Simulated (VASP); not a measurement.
# RbBr (Pm-3m) in VASP: further runs, part 2 of 2

VASP 6.6.1. Earlier steps stand in the parts before.

## (4) Single point, PBE-based screened hybrid with 10 % exact exchange

The input, POSCAR:

```
RbBr
1.0
    4.1260773000      0.0000000000      0.0000000000
    0.0000000000      4.1260773000      0.0000000000
    0.0000000000      0.0000000000      4.1260773000
Rb Br
1 1
Direct
    0.0000000000      0.0000000000      0.0000000000
    0.5000000000      0.5000000000      0.5000000000
```

The input, INCAR.step1:

```
PREC     = Accurate       # precision mode
ENCUT    = 520            # plane-wave cutoff, eV
EDIFF    = 1E-5           # SCF threshold, eV
ISMEAR   = -1             # smearing method
SIGMA    = 0.05           # smearing width, eV
LREAL    = F              # projectors in reciprocal space
LASPH    = T              # aspherical terms in the spheres
NELM     = 100            # most SCF steps
ALGO     = Normal         # electronic algorithm
ISIF     = 2              # what is computed and relaxed
LWAVE    = T              # write WAVECAR
LCHARG   = F              # write CHGCAR
NBANDS   = 15             # bands
GGA      = PE             # functional
```

The input, INCAR.step2:

```
PREC     = Accurate       # precision mode
ENCUT    = 520            # plane-wave cutoff, eV
EDIFF    = 1E-6           # SCF threshold, eV
ISMEAR   = -1             # smearing method
SIGMA    = 0.05           # smearing width, eV
LREAL    = F              # projectors in reciprocal space
LASPH    = T              # aspherical terms in the spheres
NELM     = 100            # most SCF steps
ALGO     = Normal         # electronic algorithm
ISIF     = 2              # what is computed and relaxed
LWAVE    = F              # write WAVECAR
LCHARG   = F              # write CHGCAR
GGA      = PE             # functional
LHFCALC  = T              # exact exchange
AEXX     = 0.1            # exact-exchange fraction
HFSCREEN = 0.2            # screening, 1/A
PRECFOCK = Normal       
NBANDS   = 15             # bands
ISTART   = 1
```

The input, KPOINTS:

```
regular mesh
0
Gamma
  4 4 4
```

Potentials or basis: VASP PAW PBE potentials, release 64 (Rb_sv, Br).

On the command line:

```bash
cat potpaw_PBE.64/Rb_sv/POTCAR potpaw_PBE.64/Br/POTCAR > POTCAR
cp INCAR.step1 INCAR
mpirun -np 1 vasp_std > vasp.out
cp INCAR.step2 INCAR
mpirun -np 1 vasp_std > vasp.out
```

OUTCAR:

```text
PREC = Accurate
   ENCUT = 520
   EDIFF = 1E-6
   ISMEAR = -1
   LREAL = F
   LASPH = T
   NELM = 100
   ISIF = 2
   GGA = PE
   LHFCALC = T
   AEXX = 0.1
   HFSCREEN = 0.2
   PRECFOCK = Normal
   ISTART = 1

 ion  position               nearest neighbor table
   1  0.000  0.000  0.000-   2 3.57   2 3.57   2 3.57   2 3.57   2 3.57   2 3.57   2 3.57   2 3.57

   2  0.500  0.500  0.500-   1 3.57   1 3.57   1 3.57   1 3.57   1 3.57   1 3.57   1 3.57   1 3.57

  LATTYP: Found a simple cubic cell.
 ALAT       =     4.1260773000

  Lattice vectors:

 A1 = (   4.1260773000,   0.0000000000,   0.0000000000)
 A2 = (   0.0000000000,   4.1260773000,   0.0000000000)
 A3 = (   0.0000000000,   0.0000000000,   4.1260773000)

Analysis of symmetry for initial positions (statically):
=====================================================================
 Subroutine PRICEL returns:
 Original cell was already a primitive cell.

 Routine SETGRP: Setting up the symmetry group for a
 simple cubic supercell.

 Subroutine GETGRP returns: Found 48 space group operations
 (whereof 48 operations were pure point group operations)
 out of a pool of 48 trial point group operations.

The static configuration has the point symmetry O_h .

Analysis of symmetry for dynamics (positions and initial velocities):
=====================================================================
 Subroutine PRICEL returns:
 Original cell was already a primitive cell.

 Routine SETGRP: Setting up the symmetry group for a
 simple cubic supercell.

 Subroutine GETGRP returns: Found 48 space group operations
 (whereof 48 operations were pure point group operations)
 out of a pool of 48 trial point group operations.

The dynamic configuration has the point symmetry O_h .

 Subroutine INISYM returns: Found 48 space group operations
 (whereof 48 operations are pure point group operations),
 and found     1 'primitive' translations

----------------------------------------------------------------------------------------

                                     Primitive cell
[... 114 lines left out ...]
   LRPA    =     F    only Hartree local field effects (RPA)
 non-spin polarized calculation
  energy-cutoff  :      520.00
  volume of cell :       70.24
 maximum number of plane-waves:      1924
 NGX is ok and might be reduce to    32
  NGX = 24; NGY = 24; NGZ = 24

 number of electron      16.0000002 magnetization

 Free energy of the ion-electron system (eV)
  ---------------------------------------------------
  ext. energy  EPLUGINS =         0.00000000
  ---------------------------------------------------
  free energy    TOTEN  =        -6.38238969 eV

  energy without entropy =       -6.38238969  energy(sigma->0) =       -6.38238969

 E-fermi :   0.1550     XC(G=0):  -7.4042

 val. band max:       -1.0029491684   @ k =   0.5000   0.5000   0.0000
 cond. band min:       3.5525944207   @ k =   0.0000   0.0000   0.0000
 fundamental gap:      4.5555435891
 Fermi energy:         0.1549614973

 k-point     1 :       0.0000    0.0000    0.0000
  band No.  band energies     occupation
      1     -26.8029      2.00000
      2     -14.0489      2.00000
      3     -10.3173      2.00000
      4     -10.3173      2.00000
      5     -10.3173      2.00000
      6      -1.1613      2.00000
      7      -1.1613      2.00000
      8      -1.1613      2.00000
      9       3.5526      0.00000
     10       5.0541      0.00000
     11       5.0541      0.00000
     12       9.5227      0.00000
     13       9.5227      0.00000
     14       9.5227      0.00000
[... 149 lines left out ...]
      2     -13.7377      2.00000
      3     -10.5432      2.00000
      4     -10.5432      2.00000
      5     -10.5432      2.00000
      6      -2.3744      2.00000
      7      -2.3744      2.00000
      8      -2.3744      2.00000
      9       7.7212      0.00000
     10       7.7212      0.00000
     11       7.7212      0.00000
     12       8.9440      0.00000
     13       8.9440      0.00000
     14       8.9440      0.00000
     15      11.7979      0.00000

------------------------ aborting loop because EDIFF is reached ----------------------------------------

  FORCE on cell =-STRESS in cart. coord.  units (eV):
  Direction    XX          YY          ZZ          XY          YZ          ZX
  --------------------------------------------------------------------------------------
  -------------------------------------------------------------------------------------
  Total        0.3090390      0.3090390      0.3090390      0.0000000      0.0000000     -0.0000000
  in kB        7.0487451      7.0487451      7.0487451      0.0000000      0.0000000     -0.0000000
  external PRESSURE =       7.0487451 kB  Pullay stress =       0.0000000 kB

 VOLUME and BASIS-vectors are now :
 -----------------------------------------------------------------------------
  energy-cutoff  :      520.00
  volume of cell :       70.24
      direct lattice vectors                 reciprocal lattice vectors
     4.126077300  0.000000000  0.000000000     0.242360947  0.000000000  0.000000000
     0.000000000  4.126077300  0.000000000     0.000000000  0.242360947  0.000000000
     0.000000000  0.000000000  4.126077300     0.000000000  0.000000000  0.242360947

 POSITION                                       TOTAL-FORCE (eV/Angst)
 -----------------------------------------------------------------------------------
      0.00000      0.00000      0.00000         0.000000      0.000000      0.000000
      2.06304      2.06304      2.06304         0.000000      0.000000      0.000000
 -----------------------------------------------------------------------------------
    total drift:                                0.000000      0.000000      0.000000

  FREE ENERGIE OF THE ION-ELECTRON SYSTEM (eV)
  ---------------------------------------------------
  free  energy   TOTEN  =        -6.3823896926 eV

  energy  without entropy=       -6.3823896926  energy(sigma->0) =       -6.38238969
```

OSZICAR.step1:

```text
N       E                     dE             d eps       ncg     rms          rms(c)
DAV:   1     0.821995967545E+02    0.82200E+02   -0.71469E+03   300   0.949E+02
DAV:   2    -0.119673212445E+01   -0.83396E+02   -0.79350E+02   424   0.169E+02
DAV:   3    -0.611096115716E+01   -0.49142E+01   -0.48981E+01   391   0.423E+01
DAV:   4    -0.622824575852E+01   -0.11728E+00   -0.11727E+00   429   0.599E+00
DAV:   5    -0.622879452481E+01   -0.54877E-03   -0.54876E-03   398   0.421E-01    0.261E+00
DAV:   6    -0.602392646645E+01    0.20487E+00   -0.18233E-01   349   0.230E+00    0.175E+00
DAV:   7    -0.599010437531E+01    0.33822E-01   -0.10354E-01   377   0.182E+00    0.902E-01
DAV:   8    -0.599315371609E+01   -0.30493E-02   -0.13283E-02   345   0.698E-01    0.132E-01
DAV:   9    -0.599304964154E+01    0.10407E-03   -0.48049E-04   419   0.122E-01    0.627E-02
DAV:  10    -0.599318126383E+01   -0.13162E-03   -0.23374E-04   364   0.101E-01    0.142E-02
DAV:  11    -0.599318139301E+01   -0.12918E-06   -0.92367E-06   305   0.206E-02
   1 F= -.59931814E+01 E0= -.59931814E+01  d E =-.681173E-10
```

Run time: 5.3 min. Hardware: 1 thread of AMD EPYC 7R43 (Zen 3), shared host; peak memory 0.26 GiB.

Results:

```
Free energy            : -6.3824 eV
Pressure               : 0.7 GPa
Band gap on the k mesh : 4.56 eV (least direct gap 4.71 eV)
```

Caveat: the PAW data sets were made with another functional, which shifts forces and pressure a little. A k mesh can miss the band edges.

## (5) Overview

| level | share of exact exchange | gap on the mesh (eV) | pressure (GPa) |
| --- | --- | --- | --- |
| PBE-based screened hybrid with 30 % exact exchange | 0.3 | 5.53 | 0.4 |
| PBE-based screened hybrid with 5 % exact exchange | 0.05 | 4.32 | 0.8 |
| PBE-based screened hybrid with 10 % exact exchange | 0.1 | 4.56 | 0.7 |

Alike in all rows: task single point; potentials or basis VASP PAW PBE potentials, release 64 (Rb_sv, Br); no spin polarisation; cell as given; k mesh 4 × 4 × 4; cutoff (eV) 520; smearing fermi-dirac 0.05 eV.

On the cell as given the gap runs from 4.32 eV (PBE-based screened hybrid with 5 % exact exchange) to 5.53 eV (PBE-based screened hybrid with 30 % exact exchange). The pressure there spans 0.4 GPa (PBE-based screened hybrid with 30 % exact exchange) to 0.8 GPa (PBE-based screened hybrid with 5 % exact exchange); a positive pressure means that this level wants a larger cell, a negative one a smaller.

Caveats: the PAW data sets were made with another functional, which shifts forces and pressure a little.

Total energies depend on the potentials used, so only differences within one code and one set of settings carry meaning.
